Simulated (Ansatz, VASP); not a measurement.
**One calculation of CoO, two programs**

Contents of INCAR:

```
SYSTEM = CoO
PREC = Accurate ; ENCUT = 520
EDIFF = 1E-7 ; ISMEAR = 0
SIGMA = 0.1 ; LREAL = .False.
LASPH = .True. ; NELM = 150
ALGO = Normal ; ISIF = 2
LWAVE = .False. ; LCHARG = .False.
ISPIN = 2 ; MAGMOM = 2.74 2.74 0.35 0.35
LORBIT = 11 ; LMAXMIX = 4
GGA = PE ; NBANDS = 27
```

KPOINTS

```
regular mesh
0
Gamma
  12 12 8
  0 0 0
```

POSCAR

```
CoO
1.0
    3.0040110130      0.0000000000      0.0000000000
    0.0000000000      3.0040110130      0.0000000000
    0.0000000000      0.0000000000      4.2483131161
Co O
2 2
Direct
    0.0000000000      0.0000000000      0.0000000000
    0.5000000000      0.5000000000      0.5000000000
    0.0000000000      0.0000000000      0.5000000000
    0.5000000000      0.5000000000      0.0000000000
```

Input for Ansatz:

```yaml
crystal:
  lattice:
    - [3.004011013, 0.0, 0.0]
    - [0.0, 3.004011013, 0.0]
    - [0.0, 0.0, 4.2483131161]
  atoms:
    - { symbol: Co, position: [0.0, 0.0, 0.0], spin: 2.74 }
    - { symbol: Co, position: [0.5, 0.5, 0.5], spin: 2.74 }
    - { symbol: O, position: [0.0, 0.0, 0.5], spin: 0.35 }
    - { symbol: O, position: [0.5, 0.5, 0.0], spin: 0.35 }
basis:
  ecutwfc: 420
kpoints:
  mp_grid: { grid: [12, 12, 8] }
hamiltonian:
  xc: pbe
scf:
  occupations: { method: gaussian, width: 0.1 }
output:
  forces: true
  stress: true
  eigenvalues: true
  populations: true
magnetization:
  spin_polarized: true
```

Alike in both runs: task single point; functional PBE; k mesh 12 × 12 × 8; occupations gaussian, width 0.1 eV; collinear spin.

|  | VASP | Ansatz |
| --- | --- | --- |
| version | VASP 6.6.1 | Ansatz 0.2.0 |
| potentials or method | VASP PAW PBE potentials, release 64 (Co, O), cutoff 520 eV | scalar-relativistic, plane waves, PAW |
| valence electrons in the cell | 30 | 46 |

|  | VASP | Ansatz | Ansatz less VASP |
| --- | --- | --- | --- |
| gap on the k mesh at the Fermi level (eV) | none | none | - |
| pressure (GPa) | -0.6 | 0.0 | +0.58 |
| net moment per atom (μB) | 1.45 | 1.47 | +0.016 |
| size of the moment on the site where the two differ most (μB) | 2.55 | 2.49 | -0.059 |

Site moments also hang on the region over which each program counts them. A gap of «none» marks a metal or a gap that the smearing closes. VASP's potentials hold 30 valence electrons a cell and Ansatz's 46, so a difference there can come from the potentials and not from the codes.
